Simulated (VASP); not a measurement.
Here is a VASP 6.6.1 calculation.

File INCAR:

```
  PREC = Accurate
  ENCUT = 520
  EDIFF = 1E-6
  ISMEAR = -1
  SIGMA = 0.08
  LREAL = F
  LASPH = T
  NELM = 100
  ALGO = Normal
  ISIF = 2
  LWAVE = F
  LCHARG = F
  GGA = CA
  NBANDS = 12
```

File KPOINTS:

```
Automatic mesh
0
Gamma
  13 13 13
```

The input POSCAR:

```
Sc
1.0
    0.0000000000      2.3268462047      2.3268462047
    2.3268462047      0.0000000000      2.3268462047
    2.3268462047      2.3268462047      0.0000000000
Sc
1
Direct
    0.0000000000      0.0000000000      0.0000000000
```

Potentials or basis: VASP PAW LDA potentials, release 64 (Sc_sv).

Run with:

```sh
$ cat potpaw_LDA.64/Sc_sv/POTCAR > POTCAR
$ mpirun -np 1 vasp_std > vasp.out
```

(1) What does it give for the pressure?

Results:

(1) -5.6 GPa.
